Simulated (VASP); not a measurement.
# AlN (Cc) in VASP: notebook

AlN is run at these levels: LDA; tasks: single point.

Everything below comes from runs of VASP 6.6.1. Logs are shortened: lines on timing, memory, paths and dates and some standing lists are left out, and cuts for length are marked.

## Step 1: The cell of the first run

Symmetry: Cc, No. 9, monoclinic system. The conventional cell has a = 3.092 Å, b = 5.350 Å, c = 5.147 Å, α = 90.00°, β = 95.61°, γ = 90.00°. Al (site symmetry 1) has 4 N at 1.88 to 1.93 Å within 2.5 Å. Within 2.5 Å of N (site symmetry 1) lie 4 Al at 1.88 to 1.93 Å.

## Step 2: Single point, LDA (engineering shear strain xz -0.1000, normal strain along z +0.0400)

INCAR reads:

```
SYSTEM = AlN
PREC = Accurate
ENCUT = 520
EDIFF = 1E-7
ISMEAR = 0
SIGMA = 0.05
LREAL = .False.
LASPH = .True.
NELM = 100
ALGO = Normal
ISIF = 2
LWAVE = .False.
LCHARG = .False.
NBANDS = 16
```

KPOINTS reads:

```
Automatic mesh
0
Gamma
  9 9 6
  0 0 0
```

POSCAR reads:

```
AlN
1.0
    3.0886152983      0.0000000000     -0.1544307649
   -1.5443076491      2.6748193108      0.0772153825
   -0.2471792133      0.0000000000      5.1413276366
Al N
2 2
Direct
    0.3389858105      0.6665283944      0.0052245101
    0.6724574161      0.3334716056      0.5052245101
    0.3288238541      0.6690909348      0.3797754899
    0.6597329193      0.3309090652      0.8797754899
```

Potentials or basis: VASP PAW LDA potentials, release 64 (Al, N).

On the command line:

```bash
$ cat potpaw_LDA.64/Al/POTCAR potpaw_LDA.64/N/POTCAR > POTCAR
$ mpirun -np 1 vasp_std > vasp.out
```

OUTCAR:

```text
SYSTEM = AlN
   PREC = Accurate
   ENCUT = 520
   EDIFF = 1E-7
   ISMEAR = 0
   LREAL = .False.
   LASPH = .True.
   NELM = 100
   ISIF = 2

 ion  position               nearest neighbor table
   1  0.339  0.667  0.005-   4 1.88   4 1.89   4 1.92   3 1.93   2 3.00   2 3.00   2 3.13   2 3.13
                             2 3.25   2 3.25
   2  0.672  0.333  0.505-   3 1.88   3 1.89   3 1.92   4 1.93   1 3.00   1 3.00   1 3.13   1 3.13
                             1 3.25   1 3.25
   3  0.329  0.669  0.380-   2 1.88   2 1.89   2 1.92   1 1.93
   4  0.660  0.331  0.880-   1 1.88   1 1.89   1 1.92   2 1.93

  LATTYP: Found a base centered monoclinic cell.
 ALAT       =     3.0924736575
 B/A-ratio  =     1.7298897951
 C/A-ratio  =     1.6644494296
 COS(beta)  =    -0.0978415466

  Lattice vectors:

 A1 = (   1.5443076491,  -2.6748193108,  -0.0772153825)
 A2 = (   1.5443076492,   2.6748193108,  -0.0772153824)
 A3 = (  -0.2471792133,   0.0000000000,   5.1413276366)

Analysis of symmetry for initial positions (statically):
=====================================================================
 Subroutine PRICEL returns:
 Original cell was already a primitive cell.

 Routine SETGRP: Setting up the symmetry group for a
 base centered monoclinic supercell.

 Subroutine GETGRP returns: Found  2 space group operations
 (whereof  1 operations were pure point group operations)
 out of a pool of  4 trial point group operations.

The static configuration has the point symmetry C_1 .
 The point group associated with its full space group is C_1h.

Analysis of symmetry for dynamics (positions and initial velocities):
=====================================================================
 Subroutine PRICEL returns:
 Original cell was already a primitive cell.

 Routine SETGRP: Setting up the symmetry group for a
 base centered monoclinic supercell.

 Subroutine GETGRP returns: Found  2 space group operations
 (whereof  1 operations were pure point group operations)
 out of a pool of  4 trial point group operations.

The dynamic configuration has the point symmetry C_1 .
 The point group associated with its full space group is C_1h.

 Subroutine INISYM returns: Found  2 space group operations
 (whereof  1 operations are pure point group operations),
 and found     1 'primitive' translations

----------------------------------------------------------------------------------------

                                     Primitive cell

  volume of cell :      42.3729

  direct lattice vectors                    reciprocal lattice vectors
     3.088615298  0.000000000 -0.154430765     0.324549852  0.186928514  0.015603358
    -1.544307649  2.674819311  0.077215382     0.000000000  0.373857029  0.000000000
    -0.247179213  0.000000000  5.141327637     0.009748549 -0.000000000  0.194970970

  length of vectors
     3.092473657  3.089580340  5.147266015     0.374857761  0.373857029  0.195214532

  position of ions in fractional coordinates (direct lattice)
     0.338985810  0.666528394  0.005224510
     0.672457416  0.333471606  0.505224510
     0.328823854  0.669090935  0.379775490
     0.659732919  0.330909065  0.879775490

  ion indices of the primitive-cell ions
   primitive index   ion index
                 1           1
                 2           2
                 3           3
                 4           4

----------------------------------------------------------------------------------------

 KPOINTS: Automatic mesh

Automatic generation of k-mesh.
 Grid dimensions read from file:
 generate k-points for:    9    9    6

 Generating k-lattice:

  Cartesian coordinates                     Fractional coordinates (reciprocal lattice)
     0.036061095  0.020769835  0.001733706     0.111111111 -0.000000000 -0.000000000
     0.000000000  0.041539670  0.000000000     0.000000000  0.111111111  0.000000000
     0.001624758 -0.000000000  0.032495162     0.000000000 -0.000000000  0.166666667

  Length of vectors
     0.041650862  0.041539670  0.032535755

[... 48 lines left out ...]

 E-fermi :   6.1612     XC(G=0): -11.1909

 val. band max:        5.8696960577   @ k =   0.0000   0.0000   0.0000
 cond. band min:       9.7088361407   @ k =   0.0000   0.0000   0.0000
 fundamental gap:      3.8391400830
 Fermi energy:         6.1612348541

 k-point     1 :       0.0000    0.0000    0.0000
  band No.  band energies     occupation
      1      -9.1730      2.00000
      2      -7.1288      2.00000
      3      -0.3504      2.00000
      4       5.0859      2.00000
      5       5.1233      2.00000
      6       5.3668      2.00000
[... 8 lines left out ...]
     15      18.5470      0.00000
     16      18.5503      0.00000

 k-point     2 :       0.1111    0.0000   -0.0000
  band No.  band energies     occupation
      1      -9.0096      2.00000
      2      -7.0311      2.00000
      3      -0.1550      2.00000
      4       4.3824      2.00000
      5       4.8361      2.00000
      6       4.9211      2.00000
[... 8 lines left out ...]
     15      18.1917      0.00000
     16      18.7235      0.00000

 k-point     3 :       0.2222    0.0000   -0.0000
  band No.  band energies     occupation
      1      -8.5454      2.00000
      2      -6.7796      2.00000
      3       0.4070      2.00000
      4       2.8197      2.00000
      5       3.5859      2.00000
      6       4.4966      2.00000
[... 8 lines left out ...]
     15      18.1576      0.00000
     16      18.7274      0.00000

 k-point     4 :       0.3333    0.0000    0.0000
  band No.  band energies     occupation
      1      -7.8753      2.00000
      2      -6.5147      2.00000
      3       1.1484      2.00000
      4       1.3935      2.00000
      5       2.4074      2.00000
      6       4.1136      2.00000
[... 8 lines left out ...]
     15      18.0269      0.00000
     16      19.8762      0.00000
[... 324 lines left out ...]
 k-point    22 :       0.2222    0.3333   -0.0000
  band No.  band energies     occupation
      1      -6.9627      2.00000
      2      -6.4136      2.00000
      3       0.8746      2.00000
      4       1.7610      2.00000
      5       2.5171      2.00000
      6       2.7067      2.00000
[... 8 lines left out ...]
     15      18.4062      0.00000
     16      19.9621      0.00000

 k-point    23 :       0.3333    0.3333    0.0000
  band No.  band energies     occupation
      1      -6.5904      2.00000
      2      -6.5832      2.00000
      3       1.0315      2.00000
      4       1.8699      2.00000
      5       1.9433      2.00000
      6       2.8876      2.00000
[... 8 lines left out ...]
     15      18.8437      0.00000
     16      20.1225      0.00000

 k-point    24 :       0.0000    0.4444    0.0000
  band No.  band energies     occupation
      1      -7.2442      2.00000
      2      -6.4415      2.00000
      3       0.4461      2.00000
      4       1.5895      2.00000
      5       2.2016      2.00000
      6       3.9360      2.00000
[... 8 lines left out ...]
     15      18.3867      0.00000
     16      20.3755      0.00000

 [... further k-points ...]
[... 5 lines left out ...]
  --------------------------------------------------------------------------------------
  -------------------------------------------------------------------------------------
  Total       -1.1970057     -0.7101437     -3.4139714     -0.0000000     -0.0000000      2.6755374
  in kB      -45.2604111    -26.8514984   -129.0868912     -0.0000000     -0.0000000    101.1657016
  external PRESSURE =     -67.0662669 kB  Pullay stress =       0.0000000 kB

 VOLUME and BASIS-vectors are now :
 -----------------------------------------------------------------------------
  energy-cutoff  :      520.00
  volume of cell :       42.37
      direct lattice vectors                 reciprocal lattice vectors
     3.088615298  0.000000000 -0.154430765     0.324549852  0.186928514  0.015603358
    -1.544307649  2.674819311  0.077215382     0.000000000  0.373857029  0.000000000
    -0.247179213  0.000000000  5.141327637     0.009748549 -0.000000000  0.194970970

 POSITION                                       TOTAL-FORCE (eV/Angst)
 -----------------------------------------------------------------------------------
      0.01638      1.78284      0.02598         0.014724     -0.006718      0.005908
      1.43710      0.89198      2.51943         0.014724      0.006718      0.005908
     -0.11154      1.78970      1.95343        -0.014724     -0.003597     -0.005908
      1.30917      0.88512      4.44688        -0.014724      0.003597     -0.005908
 -----------------------------------------------------------------------------------
    total drift:                                0.000546      0.000000      0.000166

  FREE ENERGIE OF THE ION-ELECTRON SYSTEM (eV)
  ---------------------------------------------------
  free  energy   TOTEN  =       -32.6457111465 eV

  energy  without entropy=      -32.6457111465  energy(sigma->0) =      -32.64571115
```

Wall time 26 s (1 thread of Intel Xeon 6975P-C (Granite Rapids), shared host); peak memory 0.19 GiB.

Results:

```
Free energy            : -32.6457 eV
Pressure               : -6.7 GPa
Largest force          : 0.017 eV/Å
Band gap on the k mesh : 3.84 eV, direct
```

Forces on the atoms (eV/Å):
```
Al   0.015 -0.007  0.006
Al   0.015  0.007  0.006
N   -0.015 -0.004 -0.006
N   -0.015  0.004 -0.006
```

Caveat: the cell differs from its parent crystal (engineering shear strain xz -0.1000, normal strain along z +0.0400).

## Step 3: Single point, LDA (engineering shear strain xz -0.1000, normal strain along z -0.0267)

INCAR reads:

```
SYSTEM = AlN
ALGO     = Normal         ! electronic algorithm
EDIFF    = 1E-6           ! SCF threshold, eV
ENCUT    = 520            ! plane-wave cutoff, eV
ISIF     = 2              ! what is computed and relaxed
ISMEAR   = 0              ! smearing method
LASPH    = .True.         ! aspherical terms in the spheres
LCHARG   = .False.        ! write CHGCAR
LREAL    = .False.        ! projectors in reciprocal space
LWAVE    = .False.        ! write WAVECAR
NBANDS   = 16             ! bands
NELM     = 80             ! most SCF steps
PREC     = Accurate       ! precision mode
SIGMA    = 0.05           ! smearing width, eV
```

KPOINTS reads:

```
k-points
0
Gamma
  9 9 6
  0 0 0
```

POSCAR reads:

```
AlN
1.0
    3.0886152983      0.0000000000     -0.1544307649
   -1.5443076491      2.6748193108      0.0772153825
   -0.2471792133      0.0000000000      4.8115905661
Al N
2 2
Direct
    0.3390957139      0.6669035495     -0.0008849864
    0.6721921644      0.3330964505      0.4991150136
    0.3287231698      0.6687342179      0.3858849864
    0.6599889520      0.3312657821      0.8858849864
```

Potentials or basis: VASP PAW LDA potentials, release 64 (Al, N).

On the command line:

```bash
$ cat potpaw_LDA.64/Al/POTCAR potpaw_LDA.64/N/POTCAR > POTCAR
$ mpirun -np 1 vasp_std > vasp.out
```

It took 23 s on 1 thread of Intel Xeon 6975P-C (Granite Rapids), shared host; peak memory 0.18 GiB.

It converged, with:

* Free energy: -32.6394 eV
* Pressure: 6.5 GPa
* Largest force: 0.016 eV/Å
* Band gap on the k mesh: 4.17 eV, direct

Forces in eV/Å, atoms in the order of the input:
```
Al   0.011 -0.010 -0.006
Al   0.011  0.010 -0.006
N   -0.011  0.000  0.006
N   -0.011  0.000  0.006
```

Stress tensor (GPa, compression positive):
```
 2.34  0.00 12.56
 0.00  4.76  0.00
12.56  0.00 12.35
```

Levels at points of the mesh, in eV from the valence-band top:
```csv
k point,band 5,band 6,band 7,band 8,band 9,band 10,band 11,band 12
"(0.00, 0.00, 0.00)",-1.42,-0.88,-0.70,0.00,4.17,6.30,10.34,10.53
"(0.00, 0.00, 0.50)",-1.24,-1.24,-0.92,-0.92,6.22,6.22,10.26,10.26
```

Caveat: the cell differs from its parent crystal (engineering shear strain xz -0.1000, normal strain along z -0.0267).

## Step 4: Single point, LDA (engineering shear strain xz -0.3000, normal strain along z +0.0000)

INCAR reads:

```
SYSTEM = AlN
PREC = Accurate
ENCUT = 520
EDIFF = 1E-7
ISMEAR = 0
SIGMA = 0.05
LREAL = .FALSE.
LASPH = .TRUE.
NELM = 80
ALGO = Normal
ISIF = 2
LWAVE = .FALSE.
LCHARG = .FALSE.
GGA = CA
NBANDS = 16
```

KPOINTS reads:

```
Automatic mesh
0
G
  9 9 6
  0 0 0
```

POSCAR reads:

```
AlN
1.0
    3.0886152983      0.0000000000     -0.4632922947
   -1.5443076491      2.6748193108      0.2316461474
   -0.7415376399      0.0000000000      4.9435842660
Al N
2 2
Direct
    0.3512395888      0.6640604815      0.0079758469
    0.6871791072      0.3359395185      0.5079758469
    0.3250189414      0.6884565787      0.3770241531
    0.6365623627      0.3115434213      0.8770241531
```

On the command line:

```bash
$ cat potpaw_LDA.64/Al/POTCAR potpaw_LDA.64/N/POTCAR > POTCAR
$ mpirun -np 1 vasp_std > vasp.out
```

Wall time 24 s (1 thread of Intel Xeon 6975P-C (Granite Rapids), shared host); peak memory 0.19 GiB.

It converged, with:

```
Free energy            : -31.5872 eV
Pressure               : 2.2 GPa
Largest force          : 0.031 eV/Å
Band gap on the k mesh : 2.75 eV, direct
```

Forces in eV/Å, atoms in the order of the input:
```
Al   0.026 -0.017 -0.005
Al   0.026  0.017 -0.005
N   -0.026 -0.008  0.005
N   -0.026  0.008  0.005
```

Stress tensor (GPa, compression positive):
```
-14.34   0.00  30.57
  0.00   4.69   0.00
 30.57   0.00  16.34
```

Levels at points of the mesh, in eV from the valence-band top:
```csv
k point,band 6,band 7,band 8,band 9,band 10,band 11
"(0.00, 0.00, 0.00)",-1.59,-1.06,0.00,2.75,5.39,8.26
"(0.00, 0.00, 0.50)",-1.90,-1.00,-1.00,4.62,4.62,9.49
```

Caveat: the cell differs from its parent crystal (engineering shear strain xz -0.3000, normal strain along z +0.0000). A k mesh can miss the band edges.

## Step 5: Single point, LDA (engineering shear strain xz -0.2000, normal strain along z -0.0133)

INCAR reads:

```
  PREC = Accurate
  ENCUT = 520
  EDIFF = 1E-7
  ISMEAR = 0
  SIGMA = 0.05
  LREAL = F
  LASPH = T
  NELM = 60
  ALGO = Normal
  ISIF = 2
  LWAVE = F
  LCHARG = T
  GGA = CA
  LELF = T
  LVHAR = T
  NBANDS = 16
```

KPOINTS reads:

```
Automatic mesh
0
Gamma
  9 9 6
```

POSCAR reads:

```
AlN
1.0
    3.0886152983      0.0000000000     -0.3088615298
   -1.5443076491      2.6748193108      0.1544307649
   -0.4943584266      0.0000000000      4.8778345953
Al N
2 2
Direct
    0.3446479538      0.6656385370      0.0027624932
    0.6790094168      0.3343614630      0.5027624932
    0.3263984953      0.6764543612      0.3822375068
    0.6499441341      0.3235456388      0.8822375068
```

On the command line:

```bash
$ cat potpaw_LDA.64/Al/POTCAR potpaw_LDA.64/N/POTCAR > POTCAR
$ mpirun -np 1 vasp_std > vasp.out
```

Run time: 24 s. Hardware: 1 thread of Intel Xeon 6975P-C (Granite Rapids), shared host; peak memory 0.18 GiB.

It converged, with:

| Item | Value |
| --- | --- |
| Free energy | -32.2220 eV |
| Pressure | 4.2 GPa |
| Largest force | 0.023 eV/Å |
| Band gap on the k mesh | 3.50 eV, direct |

Forces in eV/Å, atoms in the order of the input:
```
Al   0.020 -0.008 -0.007
Al   0.020  0.008 -0.007
N   -0.020 -0.005  0.007
N   -0.020  0.005  0.007
```

Stress tensor (GPa, compression positive):
```
-4.70  0.00 23.03
 0.00  4.39  0.00
23.03  0.00 12.89
```

Levels at points of the mesh, in eV from the valence-band top:
| k point | band 5 | band 6 | band 7 | band 8 | band 9 | band 10 | band 11 | band 12 |
| --- | --- | --- | --- | --- | --- | --- | --- | --- |
| (0.00, 0.00, 0.00) | -1.54 | -1.33 | -0.91 | 0.00 | 3.50 | 5.92 | 9.22 | 10.03 |
| (0.00, 0.00, 0.50) | -1.58 | -1.58 | -0.96 | -0.96 | 5.48 | 5.48 | 9.83 | 9.83 |

Caveat: the cell differs from its parent crystal (engineering shear strain xz -0.2000, normal strain along z -0.0133).

## Step 6: Single point, LDA (engineering shear strain xz -0.1000, normal strain along z -0.0133)

INCAR reads:

```
SYSTEM = AlN
ALGO     = Normal         ! electronic algorithm
EDIFF    = 1E-7           ! SCF threshold, eV
ENCUT    = 520            ! plane-wave cutoff, eV
ISIF     = 2              ! what is computed and relaxed
ISMEAR   = 0              ! smearing method
LASPH    = .TRUE.         ! aspherical terms in the spheres
LCHARG   = .FALSE.        ! write CHGCAR
LREAL    = .FALSE.        ! projectors in reciprocal space
LWAVE    = .FALSE.        ! write WAVECAR
NBANDS   = 16             ! bands
NELM     = 60             ! most SCF steps
PREC     = Accurate       ! precision mode
SIGMA    = 0.05           ! smearing width, eV
```

KPOINTS reads:

```
k-points
0
G
  9 9 6
  0 0 0
```

POSCAR reads:

```
AlN
1.0
    3.0886152983      0.0000000000     -0.1544307649
   -1.5443076491      2.6748193108      0.0772153825
   -0.2471792133      0.0000000000      4.8778345953
Al N
2 2
Direct
    0.3388722886      0.6663549019      0.0007188805
    0.6725173867      0.3336450981      0.5007188805
    0.3289392560      0.6692681873      0.3842811195
    0.6596710687      0.3307318127      0.8842811195
```

Potentials or basis: VASP PAW LDA potentials, release 64 (Al, N).

On the command line:

```bash
$ cat potpaw_LDA.64/Al/POTCAR potpaw_LDA.64/N/POTCAR > POTCAR
$ mpirun -np 1 vasp_std > vasp.out
```

It took 24 s on 1 thread of Intel Xeon 6975P-C (Granite Rapids), shared host; peak memory 0.18 GiB.

It converged, with:

```yaml
Free_energy: -32.6754 eV
Pressure: 3.6 GPa
Largest_force: 0.015 eV/Å
Band_gap_on_the_k_mesh: 4.14 eV, direct
```

Forces in eV/Å, atoms in the order of the input:
```
Al   0.014 -0.004 -0.003
Al   0.014  0.004 -0.003
N   -0.014 -0.006  0.003
N   -0.014  0.006  0.003
```

Stress tensor (GPa, compression positive):
```
 0.52  0.00 11.99
 0.00  2.84  0.00
11.99  0.00  7.35
```

Levels at points of the mesh, in eV from the valence-band top:
```csv
k point,band 6,band 7,band 8,band 9,band 10,band 11
"(0.00, 0.00, 0.00)",-0.77,-0.58,0.00,4.14,6.38,10.25
"(0.00, 0.00, 0.50)",-1.09,-0.78,-0.78,6.23,6.23,10.18
```

Caveat: the cell differs from its parent crystal (engineering shear strain xz -0.1000, normal strain along z -0.0133). A k mesh can miss the band edges.

## Step 7: The runs side by side

| cell | gap on the mesh (eV) | pressure (GPa) | largest force (eV/Å) |
| --- | --- | --- | --- |
| a = 3.092, b = 3.090, c = 5.147 Å, angles 87.2, 95.6, 120.0°, 4 atoms | 3.84 | -6.7 | 0.02 |
| a = 3.092, b = 3.090, c = 4.818 Å, angles 87.1, 95.8, 120.0°, 4 atoms | 4.17 | 6.5 | 0.02 |
| a = 3.123, b = 3.097, c = 4.999 Å, angles 81.5, 107.1, 120.3°, 4 atoms | 2.75 | 2.2 | 0.03 |
| a = 3.104, b = 3.092, c = 4.903 Å, angles 84.3, 101.5, 120.1°, 4 atoms | 3.50 | 4.2 | 0.02 |
| a = 3.092, b = 3.090, c = 4.884 Å, angles 87.1, 95.8, 120.0°, 4 atoms | 4.14 | 3.6 | 0.02 |

Alike in all rows: task single point; level LDA; potentials or basis VASP PAW LDA potentials, release 64 (Al, N); no spin polarisation; k mesh 9 × 9 × 6; cutoff (eV) 520; smearing gaussian 0.05 eV.

Total energies depend on the potentials used, so only differences within one code and one set of settings carry meaning.
